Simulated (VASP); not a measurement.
Set up this calculation in VASP 6.6.1, as the native input.

| Quantity | Value |
| --- | --- |
| Task | single point |
| Functional | PBEsol |
| Potentials or basis | VASP PAW PBE potentials, release 64 (W_sv, S) |
| Cutoff | 520 eV |
| k mesh | 10 × 10 × 2 |
| Occupations | gaussian, width 0.05 eV |
| Spin | no spin polarisation |
| Dipole correction | no |
| Further INCAR settings | ALGO = Normal; EDIFF = 1e-06; NBANDS = 49 |

The structure of WS2 lies in POSCAR:

```
WS2
1.0
   -1.5790003843     -2.7349088907      0.0000000000
    1.5790003843     -2.7349088907      0.0000000000
   -0.3158000769     -0.5469817781     18.4899900000
W S
3 6
Direct
   -0.1419000000      0.0000000000      0.7095000000
    0.3247666667      0.3333333333      0.0428333333
    0.5914333333      0.6666666667      0.3761666667
    0.9080400000      1.0000000000      0.4598000000
    0.1747066667      0.3333333333      0.7931333333
    0.6413733333      0.6666666667      0.1264666667
    0.9419000000      1.0000000000      0.2905000000
    0.2085666667      0.3333333333      0.6238333333
    0.4752333333      0.6666666667      0.9571666667
```

The input as run:

INCAR

```
ALGO = Normal
EDIFF = 1E-6
ENCUT = 520
GGA = PS
ISIF = 2
ISMEAR = 0
LASPH = T
LCHARG = F
LREAL = F
LWAVE = F
NBANDS = 49
NELM = 100
PREC = Accurate
SIGMA = 0.05
```

KPOINTS

```
k-points
0
Gamma
  10 10 2
```

Potentials or basis: VASP PAW PBE potentials, release 64 (W_sv, S).

Command:

```sh
$ cat potpaw_PBE.64/W_sv/POTCAR potpaw_PBE.64/S/POTCAR > POTCAR
$ mpirun -np 1 vasp_std > vasp.out
```

It gave:

```yaml
Pressure: 3.6 GPa
Largest_force: 7.175 eV/Å
Band_gap_on_the_k_mesh: 0.18 eV (least direct gap 0.19 eV)
```

Caveat: the cell stands under pressure; the PAW data sets were made with another functional, which shifts forces and pressure a little; spin-orbit coupling is left out, which moves the levels of the heavy elements.

It took 15 min on 1 thread of Oxide Virtual Turin-like Processor (shared host), peak memory 0.64 GiB.
